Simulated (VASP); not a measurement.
# Al8H in VASP: a series of runs, part 2 of 3

VASP 6.6.1. Earlier steps stand in the parts before.

## 4. Single point, PBE

File INCAR:

```
SYSTEM = Al8H
PREC = Accurate
ENCUT = 520
EDIFF = 1E-6
ISMEAR = 0
SIGMA = 0.1
LREAL = Auto
LASPH = .TRUE.
NELM = 60
ALGO = Normal
ISIF = 2
LWAVE = .FALSE.
LCHARG = .FALSE.
LDIPOL = .TRUE.
IDIPOL = 3
DIPOL = 0.5 0.5 0.289
GGA = PE
NBANDS = 40
```

File KPOINTS:

```
Automatic mesh
0
G
  5 4 1
  0 0 0
```

File POSCAR:

```
Al8H
1.0
    5.7135165837      0.0000000000      0.0000000000
    0.0000000000      8.0801326415      0.0000000000
    0.0000000000      0.0000000000     22.2432786975
Al H
16 2
Direct
    0.2500000000      0.2500000000      0.1798296040
    0.2500000000      0.7500000000      0.1798296040
    0.7500000000      0.2500000000      0.1798296040
    0.7500000000      0.7500000000      0.1798296040
    0.0000000000      0.0000000000      0.2440458181
    0.0000000000      0.5000000000      0.2440458181
    0.5000000000      0.0000000000      0.2440458181
    0.5000000000      0.5000000000      0.2440458181
    0.2500000000      0.2500000000      0.3102598702
    0.2500000000      0.7500000000      0.3102598702
    0.7500000000      0.2500000000      0.3102598702
    0.7500000000      0.7500000000      0.3102598702
    0.0000000000      0.0000000000      0.3705963860
    0.0000000000      0.5000000000      0.3705963860
    0.5000000000      0.0000000000      0.3705963860
    0.5000000000      0.5000000000      0.3705963860
    0.2500000000      0.1931321217      0.3908272164
    0.2500000000      0.3068678783      0.3908272164
```

Potentials or basis: VASP PAW PBE potentials, release 64 (Al, H).

Launch:

```console
$ cat potpaw_PBE.64/Al/POTCAR potpaw_PBE.64/H/POTCAR > POTCAR
$ mpirun -np 1 vasp_std > vasp.out
```

OUTCAR:

```text
SYSTEM = Al8H
   PREC = Accurate
   ENCUT = 520
   EDIFF = 1E-6
   ISMEAR = 0
   LREAL = Auto
   LASPH = .TRUE.
   NELM = 60
   ISIF = 2
   GGA = PE

 ion  position               nearest neighbor table
   1  0.250  0.250  0.180-   3 2.86   3 2.86   6 2.86   7 2.86   8 2.86   5 2.86   9 2.90
   2  0.250  0.750  0.180-   4 2.86   4 2.86   6 2.86   7 2.86   8 2.86   5 2.86  10 2.90
   3  0.750  0.250  0.180-   1 2.86   1 2.86   6 2.86   7 2.86   8 2.86   5 2.86  11 2.90
   4  0.750  0.750  0.180-   2 2.86   2 2.86   6 2.86   7 2.86   8 2.86   5 2.86  12 2.90
   5  0.000  0.000  0.244-  13 2.81   7 2.86   7 2.86   4 2.86   1 2.86   2 2.86   3 2.86  11 2.88
                            12 2.88   9 2.88  10 2.88
   6  0.000  0.500  0.244-  14 2.81   8 2.86   8 2.86   4 2.86   1 2.86   2 2.86   3 2.86  11 2.88
                            12 2.88   9 2.88  10 2.88
   7  0.500  0.000  0.244-  15 2.81   5 2.86   5 2.86   4 2.86   1 2.86   2 2.86   3 2.86  11 2.88
                            12 2.88   9 2.88  10 2.88
   8  0.500  0.500  0.244-  16 2.81   6 2.86   6 2.86   4 2.86   1 2.86   2 2.86   3 2.86  11 2.88
                            12 2.88   9 2.88  10 2.88
   9  0.250  0.250  0.310-  17 1.85  18 1.85  15 2.81  16 2.81  13 2.81  14 2.81  11 2.86  11 2.86
                             5 2.88   6 2.88   7 2.88   8 2.88   1 2.90
  10  0.250  0.750  0.310-  13 2.81  14 2.81  15 2.81  16 2.81  12 2.86  12 2.86   7 2.88   8 2.88
                             5 2.88   6 2.88   2 2.90
  11  0.750  0.250  0.310-  13 2.81  14 2.81  15 2.81  16 2.81   9 2.86   9 2.86   7 2.88   8 2.88
                             5 2.88   6 2.88   3 2.90
  12  0.750  0.750  0.310-  13 2.81  14 2.81  15 2.81  16 2.81  10 2.86  10 2.86   7 2.88   8 2.88
                             5 2.88   6 2.88   4 2.90
  13  0.000  0.000  0.371-   9 2.81  10 2.81  11 2.81  12 2.81   5 2.81  15 2.86  15 2.86
  14  0.000  0.500  0.371-   9 2.81  10 2.81  11 2.81  12 2.81   6 2.81  16 2.86  16 2.86
  15  0.500  0.000  0.371-   9 2.81  10 2.81  11 2.81  12 2.81   7 2.81  13 2.86  13 2.86
  16  0.500  0.500  0.371-   9 2.81  10 2.81  11 2.81  12 2.81   8 2.81  14 2.86  14 2.86
  17  0.250  0.193  0.391-   9 1.85
  18  0.250  0.307  0.391-   9 1.85

  LATTYP: Found a simple orthorhombic cell.
 ALAT       =     5.7135165837
 B/A-ratio  =     1.4142135624
 C/A-ratio  =     3.8930977747

  Lattice vectors:

 A1 = (   5.7135165837,   0.0000000000,   0.0000000000)
 A2 = (   0.0000000000,   8.0801326415,   0.0000000000)
 A3 = (   0.0000000000,   0.0000000000,  22.2432786975)

Analysis of symmetry for initial positions (statically):
=====================================================================
 Subroutine PRICEL returns:
 Original cell was already a primitive cell.

 Routine SETGRP: Setting up the symmetry group for a
 simple orthorhombic supercell.

 Subroutine GETGRP returns: Found  4 space group operations
 (whereof  1 operations were pure point group operations)
 out of a pool of  8 trial point group operations.

The static configuration has the point symmetry C_1 .
 The point group associated with its full space group is C_2v.

Analysis of symmetry for dynamics (positions and initial velocities):
=====================================================================
 Subroutine PRICEL returns:
 Original cell was already a primitive cell.

 Routine SETGRP: Setting up the symmetry group for a
 simple orthorhombic supercell.

 Subroutine GETGRP returns: Found  4 space group operations
 (whereof  1 operations were pure point group operations)
 out of a pool of  8 trial point group operations.

The dynamic configuration has the point symmetry C_1 .
 The point group associated with its full space group is C_2v.

 Subroutine INISYM returns: Found  4 space group operations
[... 106 lines left out ...]
   ICHARG =      2    charge: 1-file 2-atom 10-const
   ISPIN  =      1    spin polarized calculation?
   LNONCOLLINEAR =      F non collinear calculations
   LSORBIT =      F    spin-orbit coupling
   LASPH  =      T    aspherical Exc in radial PAW
   ENCUT  =  520.0 eV  38.22 Ry    6.18 a.u.  10.62 15.02 41.36*2*pi/ulx,y,z
   NELM   =     60;   NELMIN=  2; NELMDL= -5     # of ELM steps
   EDIFF  = 0.1E-05   stopping-criterion for ELM
   LREAL  =      T    real-space projection
   EDIFFG = 0.1E-04   stopping-criterion for IOM
   NSW    =      0    number of steps for IOM
   IBRION =     -1    ionic relax: 0-MD 1-quasi-New 2-CG
   NFREE  =      0    steps in history (QN), initial steepest desc. (CG)
   ISIF   =      2    stress and relaxation
   ISYM   =      2    0-nonsym 1-usesym 2-fastsym
   POTIM  = 0.5000    time-step for ionic-motion
   TEBEG  =    0.0;   TEEND  =   0.0 temperature during run
   PSTRESS=    0.0 pullay stress
   NELECT =      50.0000    total number of electrons
   NUPDOWN=      -1.0000    fix difference up-down
   EMIN   =  10.00;   EMAX   =-10.00  energy-range for DOS
   EFERMI =   0.00;   METHOD = LEGACY
   ISMEAR =     0;   SIGMA  =   0.10  broadening in eV -4-tet -1-fermi 0-gaus
   EFERMI_NEDOS =   21; number of points for ismear=-14 and -15
   IALGO  =     38    algorithm
   IMIX   =      4    mixing-type and parameters
     AMIX     =   0.40;   BMIX     =  1.00
     AMIX_MAG =   1.60;   BMIX_MAG =  1.00
  volume/ion in A,a.u.               =      57.05       384.99
  Fermi-wavevector in a.u.,A,eV,Ry     =   0.597803  1.129683  4.862288  0.357368
  Thomas-Fermi vector in A             =   1.648667
   LORBIT       =      0    0 simple, 1 ext, 2 COOP (PROOUT), +10 PAW based schemes
   GGA     = PE    functional components
   LHFCALC =     F    Hartree Fock is set to
   AEXX    =    0.0000 exact exchange contribution
   IVDW    =     0    specifies the selected vdW correction
   LEPSILON=     F    determine dielectric tensor
   LRPA    =     F    only Hartree local field effects (RPA)
 non-spin polarized calculation
 Gauss-broadening in eV      SIGMA  =   0.10
  energy-cutoff  :      520.00
  volume of cell :     1026.88
 maximum number of plane-waves:     27706
   NGX = 21   NGY = 31   NGZ = 83

 dipolmoment           0.000000      0.000000      0.054565 electrons x Angstroem

 number of electron      49.9999998 magnetization

 dipolmoment           0.000000      0.000000     -0.018943 electrons x Angstroem

 Free energy of the ion-electron system (eV)
  ---------------------------------------------------
  ext. energy  EPLUGINS =         0.00000000
  ---------------------------------------------------
  free energy    TOTEN  =       -60.10782424 eV

  energy without entropy =      -60.08151398  energy(sigma->0) =      -60.09466911

 E-fermi :  -0.8397     XC(G=0):  -3.5919

 val. band max:       -0.8501417719   @ k =   0.2000   0.5000   0.0000
 cond. band min:      -0.7740253171   @ k =   0.4000   0.5000   0.0000
 fundamental gap:      0.0761164548
 Fermi energy:        -0.8397103450

 k-point     1 :       0.0000    0.0000    0.0000
  band No.  band energies     occupation
      1     -11.7184      2.00000
      2     -10.3655      2.00000
      3      -8.9750      2.00000
      4      -8.7501      2.00000
      5      -7.9723      2.00000
      6      -6.6912      2.00000
[... 349 lines left out ...]
     36       1.7155      0.00000
     37       2.1150      0.00000
 [bands above 37 left out]

------------------------ aborting loop because EDIFF is reached ----------------------------------------

 vacuum level on the upper side and lower side of the slab       (xc-potential included)        -0.123        -0.026

  FORCE on cell =-STRESS in cart. coord.  units (eV):
  Direction    XX          YY          ZZ          XY          YZ          ZX
  --------------------------------------------------------------------------------------
  -------------------------------------------------------------------------------------
  Total      -10.3798550     -0.4180050      0.3094284      0.0000000      0.0000000      0.0000000
  in kB      -16.1950048     -0.6521858      0.4827808      0.0000000      0.0000000      0.0000000
  external PRESSURE =      -5.4548033 kB  Pullay stress =       0.0000000 kB

 VOLUME and BASIS-vectors are now :
 -----------------------------------------------------------------------------
  energy-cutoff  :      520.00
  volume of cell :     1026.88
      direct lattice vectors                 reciprocal lattice vectors
     5.713516584  0.000000000  0.000000000     0.175023558  0.000000000  0.000000000
     0.000000000  8.080132642  0.000000000     0.000000000  0.123760345  0.000000000
     0.000000000  0.000000000 22.243278697     0.000000000  0.000000000  0.044957401

 POSITION                                       TOTAL-FORCE (eV/Angst)
 -----------------------------------------------------------------------------------
      1.42838      2.02003      4.00000         0.000000      0.000000      0.198269
      1.42838      6.06010      4.00000         0.000000      0.000000      0.225478
      4.28514      2.02003      4.00000         0.000000      0.000000      0.250623
      4.28514      6.06010      4.00000         0.000000      0.000000      0.297841
      0.00000      0.00000      5.42838        -0.044880      0.023460     -0.265192
      0.00000      4.04007      5.42838        -0.044880     -0.023460     -0.265192
[... 10 lines left out ...]
      1.42838      1.56053      8.69328         0.000000     -0.465396      0.516876
      1.42838      2.47953      8.69328         0.000000      0.465396      0.516876
 -----------------------------------------------------------------------------------
    total drift:                               -0.000000     -0.000000     -0.014150

  FREE ENERGIE OF THE ION-ELECTRON SYSTEM (eV)
  ---------------------------------------------------
  free  energy   TOTEN  =       -60.1078242433 eV

  energy  without entropy=      -60.0815139807  energy(sigma->0) =      -60.09466911

 vacuum level on the upper side and lower side of the slab         3.134         3.217
```

It took 7.9 min on 1 thread of Intel Xeon 6975P-C (Granite Rapids), shared host; peak memory 0.89 GiB.

What came out:

```
Free energy            : -60.1078 eV
Largest force          : 0.949 eV/Å
Band gap on the k mesh : zero (bands 25 and 26 overlap by 0.46 eV)
```

Forces in eV/Å, atoms in the order of the input:
```
Al   0.000  0.000  0.198
Al   0.000  0.000  0.225
Al   0.000  0.000  0.251
Al   0.000  0.000  0.298
Al  -0.045  0.023 -0.265
Al  -0.045 -0.023 -0.265
Al   0.045  0.023 -0.265
Al   0.045 -0.023 -0.265
Al   0.000  0.000 -0.949
Al   0.000  0.000  0.194
Al   0.000  0.000  0.051
Al   0.000  0.000 -0.059
Al  -0.196 -0.350 -0.045
Al  -0.196  0.350 -0.045
Al   0.196 -0.350 -0.045
Al   0.196  0.350 -0.045
H    0.000 -0.465  0.517
H    0.000  0.465  0.517
```

Levels at points of the mesh, in eV from the Fermi level:
```csv
k point,band 23,band 24,band 25,band 26,band 27,band 28,band 29,band 30
"(0.00, 0.00, 0.00)",-0.78,-0.61,-0.33,-0.26,-0.07,0.35,1.17,1.20
"(0.00, 0.50, 0.00)",-0.97,-0.93,-0.53,-0.04,0.09,0.21,0.33,0.88
```

(Continued in part 3 of 3.)
